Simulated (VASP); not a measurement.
Runs of VASP 6.6.1 on KBr. The structure is that of space group Fm-3m (No. 225), or close to it. The cells are those of the table. 

| level | potentials or basis | spin | cell | k mesh | cutoff (eV) | smearing | grid for exact exchange (PRECFOCK) | share of exact exchange | gap on the mesh (eV) | pressure (GPa) |
| --- | --- | --- | --- | --- | --- | --- | --- | --- | --- | --- |
| PBE | VASP PAW PBE potentials, release 64 (Br, K_sv) | off | a = 4.667 Å, angles 60.0°, 2 atoms | 4 × 4 × 4 | 520 | fermi-dirac 0.02 eV | - | - | 4.43 | 0.8 |
| RPBE+D4 | VASP PAW PBE potentials, release 64 (Br, K_sv) | off | a = 4.775 Å, angles 60.0°, 2 atoms | 7 × 7 × 7 | 520 | fermi-dirac 0.05 eV | - | - | 4.59 | (a) |
| r2SCAN0+D3(BJ) | VASP PAW PBE potentials, release 64 (Br, K_sv) | off | a = 4.667 Å, angles 60.0°, 2 atoms | 5 × 5 × 5 | 440 | gaussian 0.1 eV | Normal | 0.25 | 6.66 | (b) |
| LDA | VASP PAW LDA potentials, release 64 (Br, K_sv) | non-collinear, zero start, SOC | a = 4.667 Å, angles 60.0°, 2 atoms | 5 × 5 × 5 | 500 | gaussian 0.01 eV | - | - | - | -1.6 |

Task: Estimate the missing entries.

Result: (a) 0.0; (b) -0.6.

Caveats: the PAW data sets were made with another functional, which shifts forces and pressure a little (at least some runs); an odd mesh through Γ misses points on the zone boundary, where band edges can lie (at least some runs).

A k mesh can miss the band edges, and rows without SOC leave out spin-orbit coupling on Br.
